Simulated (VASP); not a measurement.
Runs of VASP 6.6.1 on LaNb4O. The structure is that of space group F-43m (No. 216), or close to it. The cells are those of the table. 

```tsv
task	cell	k mesh	cutoff (eV)	gap on the mesh (eV)	pressure (GPa)	relaxed volume (Å³/atom)	largest force (eV/Å)
single point	a = 5.108 Å, angles 60.0°, 6 atoms	4 × 4 × 4	520	none	38.4	-	(a)
single point	a = 5.619 Å, angles 60.0°, 6 atoms	4 × 4 × 4	520	none	(b)	-	0.03
relaxation of cell and atoms	relaxed from a = 5.108 Å, angles 60.0°, 6 atoms	4 × 4 × 4	600	none	0.2	20.89	0.03
relaxation of cell and atoms	relaxed from a = 5.619 Å, angles 60.0°, 6 atoms	8 × 8 × 8	600	none	0.0	20.81	0.01
single point	a = 5.612 Å, angles 60.0°, 6 atoms	8 × 8 × 8	520	none	-0.1	-	0.01
```

Alike in all rows: level PBE; potentials or basis VASP PAW PBE potentials, release 64 (La, Nb_sv, O); no spin polarisation; smearing gaussian 0.1 eV.

Fill in the values left out.

(a) 0.19; (b) 0.1.

Caveats: some runs use coarse meshes; spin-orbit coupling is left out, which moves the levels of the heavy elements; an odd number of electrons without spin polarisation forces a metal; a magnetic or distorted state may lie lower; the volume moved by over 15 % at a fixed basis, so the end points are rough (some runs).

A k mesh can miss the band edges, and the runs leave out spin-orbit coupling on La, Nb.

A gap of «none» marks levels without a gap at the run's occupations.
